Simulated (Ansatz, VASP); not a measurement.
TaSi2: VASP beside Ansatz

Contents of INCAR:

```
SYSTEM = TaSi2
PREC     = Accurate       ! precision mode
ENCUT    = 520            ! plane-wave cutoff, eV
EDIFF    = 1E-6           ! SCF threshold, eV
ISMEAR   = 0              ! smearing method
SIGMA    = 0.15           ! smearing width, eV
LREAL    = .False.        ! projectors in reciprocal space
LASPH    = .True.         ! aspherical terms in the spheres
NELM     = 80             ! most SCF steps
ALGO     = Normal         ! electronic algorithm
ISIF     = 2              ! what is computed and relaxed
LWAVE    = .False.        ! write WAVECAR
LCHARG   = .False.        ! write CHGCAR
GGA      = PS             ! functional
NBANDS   = 38             ! bands
```

The input KPOINTS:

```
Automatic mesh
0
Gamma
  12 12 6
  0 0 0
```

POSCAR

```
TaSi2
1.0
    4.8798810202      0.0000000000      0.0000000000
   -2.4399405101      4.2261009310      0.0000000000
    0.0000000000      0.0000000000      6.3918895460
Ta Si
3 6
Direct
    0.5000000000      0.0000000000      0.5000000000
    0.5000000000      0.5000000000      0.8333333333
    0.0000000000      0.5000000000      0.1666666667
    0.1592675430      0.3185350860      0.5000000000
    0.8407324570      0.1592675430      0.8333333333
    0.6814649140      0.8407324570      0.1666666667
    0.8407324570      0.6814649140      0.5000000000
    0.1592675430      0.8407324570      0.8333333333
    0.3185350860      0.1592675430      0.1666666667
```

Input for Ansatz:

```yaml
crystal:
  lattice:
    - [4.8798810202, 0.0, 0.0]
    - [-2.4399405101, 4.226100931, 0.0]
    - [0.0, 0.0, 6.391889546]
  atoms:
    - { symbol: Ta, position: [0.5, 0.0, 0.5] }
    - { symbol: Ta, position: [0.5, 0.5, 0.8333333333] }
    - { symbol: Ta, position: [0.0, 0.5, 0.1666666667] }
    - { symbol: Si, position: [0.159267543, 0.318535086, 0.5] }
    - { symbol: Si, position: [0.840732457, 0.159267543, 0.8333333333] }
    - { symbol: Si, position: [0.681464914, 0.840732457, 0.1666666667] }
    - { symbol: Si, position: [0.840732457, 0.681464914, 0.5] }
    - { symbol: Si, position: [0.159267543, 0.840732457, 0.8333333333] }
    - { symbol: Si, position: [0.318535086, 0.159267543, 0.1666666667] }
basis:
  ecutwfc: 420
kpoints:
  mp_grid: { grid: [12, 12, 6] }
hamiltonian:
  xc: pbesol
scf:
  occupations: { method: gaussian, width: 0.15 }
output:
  forces: true
  stress: true
  eigenvalues: true
```

Change from the starting cell: strain +0.025 along x and y, -0.025 along z, atoms carried along.

Alike in both runs: task single point; functional PBEsol; k mesh 12 × 12 × 6; occupations gaussian, width 0.15 eV; no spin polarisation.

|  | VASP | Ansatz |
| --- | --- | --- |
| version | VASP 6.6.1 | Ansatz 0.2.0 |
| potentials or method | VASP PAW PBE potentials, release 64 (Ta_pv, Si), cutoff 520 eV | scalar-relativistic, plane waves, PAW |
| valence electrons in the cell | 57 | 63 |

Ansatz gave:

- gap on the k mesh at the Fermi level (eV): none
- pressure (GPa): -2.7
- traceless stress, the component that is largest in VASP (GPa): 10.74
- rms of the force components (eV/Å): 0.056

Task: What did VASP give for the same quantities?

Result: gap on the k mesh at the Fermi level (eV): none; pressure (GPa): -2.4; traceless stress, the component that is largest in VASP (GPa): 10.81; rms of the force components (eV/Å): 0.058.

VASP's potentials were made for PBE, not for PBEsol. Atom by atom the forces differ by 0.002 eV/Å (rms over components). A gap of «none» marks a metal or a gap that the smearing closes. The functional is the same, so the differences come from potentials, cutoffs and numerics. VASP's potentials hold 57 valence electrons a cell and Ansatz's 63, so a difference there can come from the potentials and not from the codes.

Neither program's run includes spin-orbit coupling.
